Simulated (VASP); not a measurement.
# Ge4H in VASP: a series of runs

Ge4H is run at these levels: PBE+D3(BJ); tasks: single point.

Everything below comes from runs of VASP 6.6.1. Logs are shortened: lines on timing, memory, paths and dates and some standing lists are left out, and cuts for length are marked.

## 1. The cell of the first run

The cell holds a slab with vacuum, 5 atoms: a = 4.030 Å, b = 4.030 Å, c = 21.642 Å, α = 90.00°, β = 90.00°, γ = 90.00°.

## 2. Single point, PBE+D3(BJ)

The input, INCAR:

```
SYSTEM = Ge4H
PREC = Accurate ; ENCUT = 520
EDIFF = 1E-6 ; ISMEAR = 0
SIGMA = 0.1 ; LREAL = .FALSE.
LASPH = .TRUE. ; NELM = 80
ALGO = Normal ; ISIF = 2
LWAVE = .FALSE. ; LCHARG = .TRUE.
LDIPOL = .TRUE. ; IDIPOL = 3
DIPOL = 0.5 0.5 0.328 ; GGA = PE
IVDW = 12 ; LELF = .TRUE.
LVHAR = .TRUE. ; LVACPOTAV = .TRUE.
NBANDS = 36
```

The input, KPOINTS:

```
regular mesh
0
G
  7 7 1
  0 0 0
```

The input, POSCAR:

```
Ge4H
1.0
    4.0303587907      0.0000000000      0.0000000000
    0.0000000000      4.0303587907      0.0000000000
    0.0000000000      0.0000000000     21.6416627718
Ge H
4 1
Direct
    0.0000000000      0.5000000000      0.1848286817
    0.0000000000      0.0000000000      0.2506714513
    0.5000000000      0.0000000000      0.3196569899
    0.5000000000      0.5000000000      0.3854446333
    0.7500000000      0.7500000000      0.5009625594
```

Potentials or basis: VASP PAW PBE potentials, release 64 (Ge_d, H).

On the command line:

```bash
> cat potpaw_PBE.64/Ge_d/POTCAR potpaw_PBE.64/H/POTCAR > POTCAR
> mpirun -np 1 vasp_std > vasp.out
```

OUTCAR:

```text
SYSTEM = Ge4H
   PREC = Accurate
   ENCUT = 520
   EDIFF = 1E-6
   ISMEAR = 0
   LREAL = .FALSE.
   LASPH = .TRUE.
   NELM = 80
   ISIF = 2
   GGA = PE
   IVDW = 12
 IVDW          = 12

 ion  position               nearest neighbor table
   1  0.000  0.500  0.185-   2 2.47   2 2.47
   2  0.000  0.000  0.251-   1 2.47   1 2.47   3 2.51   3 2.51
   3  0.500  0.000  0.320-   4 2.47   4 2.47   2 2.51   2 2.51
   4  0.500  0.500  0.385-   3 2.47   3 2.47
   5  0.750  0.750  0.501-

  LATTYP: Found a simple tetragonal cell.
 ALAT       =     4.0303587907
 C/A-ratio  =     5.3696615849

  Lattice vectors:

 A1 = (   4.0303587907,   0.0000000000,   0.0000000000)
 A2 = (   0.0000000000,   4.0303587907,   0.0000000000)
 A3 = (   0.0000000000,   0.0000000000,  21.6416627718)

Analysis of symmetry for initial positions (statically):
=====================================================================
 Subroutine PRICEL returns:
 Original cell was already a primitive cell.

 Routine SETGRP: Setting up the symmetry group for a
 simple tetragonal supercell.

 Subroutine GETGRP returns: Found  1 space group operations
 (whereof  1 operations were pure point group operations)
 out of a pool of 16 trial point group operations.

The static configuration has the point symmetry C_1 .

Analysis of symmetry for dynamics (positions and initial velocities):
=====================================================================
 Subroutine PRICEL returns:
 Original cell was already a primitive cell.

 Routine SETGRP: Setting up the symmetry group for a
 simple tetragonal supercell.

 Subroutine GETGRP returns: Found  1 space group operations
 (whereof  1 operations were pure point group operations)
 out of a pool of 16 trial point group operations.

The dynamic configuration has the point symmetry C_1 .

 Subroutine INISYM returns: Found  1 space group operations
 (whereof  1 operations are pure point group operations),
 and found     1 'primitive' translations

----------------------------------------------------------------------------------------

                                     Primitive cell

  volume of cell :     351.5427

  direct lattice vectors                    reciprocal lattice vectors
     4.030358791  0.000000000  0.000000000     0.248116868  0.000000000  0.000000000
     0.000000000  4.030358791  0.000000000     0.000000000  0.248116868  0.000000000
     0.000000000  0.000000000 21.641662772     0.000000000  0.000000000  0.046207170

  length of vectors
[... 96 lines left out ...]
   TEBEG  =    0.0;   TEEND  =   0.0 temperature during run
   PSTRESS=    0.0 pullay stress
   NELECT =      57.0000    total number of electrons
   NUPDOWN=      -1.0000    fix difference up-down
   EMIN   =  10.00;   EMAX   =-10.00  energy-range for DOS
   EFERMI =   0.00;   METHOD = LEGACY
   ISMEAR =     0;   SIGMA  =   0.10  broadening in eV -4-tet -1-fermi 0-gaus
   EFERMI_NEDOS =   21; number of points for ismear=-14 and -15
   IALGO  =     38    algorithm
   IMIX   =      4    mixing-type and parameters
     AMIX     =   0.40;   BMIX     =  1.00
     AMIX_MAG =   1.60;   BMIX_MAG =  1.00
  volume/ion in A,a.u.               =      70.31       474.47
  Fermi-wavevector in a.u.,A,eV,Ry     =   0.892703  1.686964 10.842742  0.796919
  Thomas-Fermi vector in A             =   2.014686
   LORBIT       =      0    0 simple, 1 ext, 2 COOP (PROOUT), +10 PAW based schemes
   GGA     = PE    functional components
   LHFCALC =     F    Hartree Fock is set to
   AEXX    =    0.0000 exact exchange contribution
   IVDW    =    12    specifies the selected vdW correction
   LEPSILON=     F    determine dielectric tensor
   LRPA    =     F    only Hartree local field effects (RPA)
 non-spin polarized calculation
 Gauss-broadening in eV      SIGMA  =   0.10
  energy-cutoff  :      520.00
  volume of cell :      351.54
 maximum number of plane-waves:      9517
 NGX is ok and might be reduce to    30
   NGX = 15   NGY = 15   NGZ = 81

 dipolmoment           0.000000      0.000000     -0.008654 electrons x Angstroem

 number of electron      56.9999904 magnetization

 dipolmoment           0.000000      0.000000      0.109350 electrons x Angstroem

 Free energy of the ion-electron system (eV)
  ---------------------------------------------------
  ext. energy  EPLUGINS =         0.00000000
  ---------------------------------------------------
  free energy    TOTEN  =       -16.48664105 eV

  energy without entropy =      -16.47227153  energy(sigma->0) =      -16.47945629

 E-fermi :  -2.8538     XC(G=0):  -3.7548

 val. band max:       -2.8696660174   @ k =   0.4286   0.4286   0.0000
 cond. band min:      -2.8178209922   @ k =   0.2857   0.4286   0.0000
 fundamental gap:      0.0518450251
 Fermi energy:        -2.8538138340

 k-point     1 :       0.0000    0.0000    0.0000
  band No.  band energies     occupation
      1     -27.4941      2.00000
      2     -27.4618      2.00000
      3     -27.4265      2.00000
      4     -27.4190      2.00000
      5     -27.3644      2.00000
      6     -27.1962      2.00000
[... 925 lines left out ...]
     35       2.1027      0.00000
     36       3.3250      0.00000

 [... further k-points ...]

------------------------ aborting loop because EDIFF is reached ----------------------------------------

 Edisp (eV)   -0.89902

 E8    (eV) :    -0.4129

  FORCE on cell =-STRESS in cart. coord.  units (eV):
  Direction    XX          YY          ZZ          XY          YZ          ZX
  --------------------------------------------------------------------------------------
  -------------------------------------------------------------------------------------
  Total      -3.30981    -0.09010    -2.89028    -0.50147    -1.40764    -0.93505
  in kB     -15.08467    -0.41063   -13.17262    -2.28548    -6.41541    -4.26155
  external pressure =       -9.56 kB  Pullay stress =        0.00 kB

 VOLUME and BASIS-vectors are now :
 -----------------------------------------------------------------------------
  energy-cutoff  :      520.00
  volume of cell :      351.54
      direct lattice vectors                 reciprocal lattice vectors
     4.030358791  0.000000000  0.000000000     0.248116868  0.000000000  0.000000000
     0.000000000  4.030358791  0.000000000     0.000000000  0.248116868  0.000000000
     0.000000000  0.000000000 21.641662772     0.000000000  0.000000000  0.046207170

 POSITION                                       TOTAL-FORCE (eV/Angst)
 -----------------------------------------------------------------------------------
      0.00000      2.01518      4.00000        -0.048664      0.033210     -0.197144
      0.00000      0.00000      5.42495         0.110926      0.087855      0.250304
      2.01518      0.00000      6.91791         0.013249     -0.207195      0.063598
      2.01518      2.01518      8.34166         0.246076      0.606966      1.036161
      3.02277      3.02277     10.84166        -0.321588     -0.520836     -1.152920
 -----------------------------------------------------------------------------------
    total drift:                               -0.000067     -0.000038     -0.002281

  FREE ENERGIE OF THE ION-ELECTRON SYSTEM (eV)
  ---------------------------------------------------
  free  energy   TOTEN  =       -17.3856582423 eV

  energy  without entropy=      -17.3712887284  energy(sigma->0) =      -17.37847349

 vacuum level on the upper side and lower side of the slab         3.306         2.088
```

OSZICAR:

```text
N       E                     dE             d eps       ncg     rms          rms(c)
DAV:   1     0.446748958649E+03    0.44675E+03   -0.29661E+04  2172   0.232E+03
DAV:   2     0.502759017971E+02   -0.39647E+03   -0.38963E+03  2192   0.550E+02
DAV:   3    -0.138795661659E+02   -0.64155E+02   -0.63772E+02  2520   0.179E+02
[... 16 lines left out ...]
DAV:  20    -0.164866242734E+02   -0.19675E-04   -0.21053E-06  1524   0.264E-02    0.120E-03
DAV:  21    -0.164866333830E+02   -0.91095E-05   -0.75796E-07  1440   0.106E-02    0.567E-04
DAV:  22    -0.164866380970E+02   -0.47140E-05   -0.35554E-07  1404   0.117E-02    0.225E-04
DAV:  23    -0.164866401731E+02   -0.20761E-05   -0.19511E-07  1348   0.534E-03    0.172E-04
DAV:  24    -0.164866410471E+02   -0.87404E-06   -0.79643E-08  1172   0.464E-03
   1 F= -.17385658E+02 E0= -.17378473E+02  d E =-.143695E-01
```

It took 7.8 min on 1 thread of Intel Xeon Platinum 8559C (Emerald Rapids), shared host; peak memory 0.52 GiB.

What came out:

- Free energy: -17.3857 eV
- Largest force: 1.305 eV/Å
- Band gap on the k mesh: zero (an odd number of electrons rules out a gap without spin polarisation)
- Dispersion energy per atom: -0.180 eV

Forces on the atoms (eV/Å):
```
Ge  -0.049  0.033 -0.197
Ge   0.111  0.088  0.250
Ge   0.013 -0.207  0.064
Ge   0.246  0.607  1.036
H   -0.322 -0.521 -1.153
```

Caveat: an odd number of electrons without spin polarisation forces a metal; a magnetic or distorted state may lie lower.

## 3. Single point, PBE+D3(BJ)

The input, INCAR:

```
SYSTEM = Ge4H
ALGO     = Normal         ! electronic algorithm
DIPOL    = 0.5 0.5 0.328
EDIFF    = 1E-6           ! SCF threshold, eV
ENCUT    = 520            ! plane-wave cutoff, eV
GGA      = PE             ! functional
IDIPOL   = 3            
ISIF     = 2              ! what is computed and relaxed
ISMEAR   = 0              ! smearing method
IVDW     = 12             ! dispersion correction
LASPH    = .True.         ! aspherical terms in the spheres
LCHARG   = .False.        ! write CHGCAR
LDIPOL   = .True.       
LREAL    = .False.        ! projectors in reciprocal space
LWAVE    = .False.        ! write WAVECAR
NBANDS   = 36             ! bands
NELM     = 60             ! most SCF steps
PREC     = Accurate       ! precision mode
SIGMA    = 0.1            ! smearing width, eV
```

The input, KPOINTS:

```
k-points
0
Gamma
  7 7 1
  0 0 0
```

POSCAR, as its differences from that of step 2:

```diff
@@ -12,2 +12,2 @@
     0.5000000000      0.5000000000      0.3854446333
-    0.7500000000      0.7500000000      0.5009625594
+    0.6250000000      0.7500000000      0.5009625594
```

Potentials or basis: VASP PAW PBE potentials, release 64 (Ge_d, H).

On the command line:

```bash
> cat potpaw_PBE.64/Ge_d/POTCAR potpaw_PBE.64/H/POTCAR > POTCAR
> mpirun -np 1 vasp_std > vasp.out
```

It took 7.6 min on 1 thread of Intel Xeon Platinum 8559C (Emerald Rapids), shared host; peak memory 0.52 GiB.

Results (log left out):

```yaml
Free_energy: -17.5293 eV
Largest_force: 1.505 eV/Å
Band_gap_on_the_k_mesh: zero (an odd number of electrons rules out a gap without spin polarisation)
Dispersion_energy_per_atom: -0.180 eV
```

Forces on the atoms (eV/Å):
```
Ge  -0.023  0.044 -0.209
Ge   0.067  0.099  0.240
Ge   0.012 -0.255  0.127
Ge   0.165  0.740  1.192
H   -0.221 -0.628 -1.350
```

Levels at points of the mesh, in eV from the Fermi level:
| k point | band 26 | band 27 | band 28 | band 29 | band 30 | band 31 |
| --- | --- | --- | --- | --- | --- | --- |
| (0.00, 0.00, 0.00) | -1.57 | -0.90 | -0.39 | 1.02 | 1.26 | 1.84 |

Caveat: an odd number of electrons without spin polarisation forces a metal; a magnetic or distorted state may lie lower.

The gap in the log of VASP goes by the Fermi energy; the results here count the filled bands.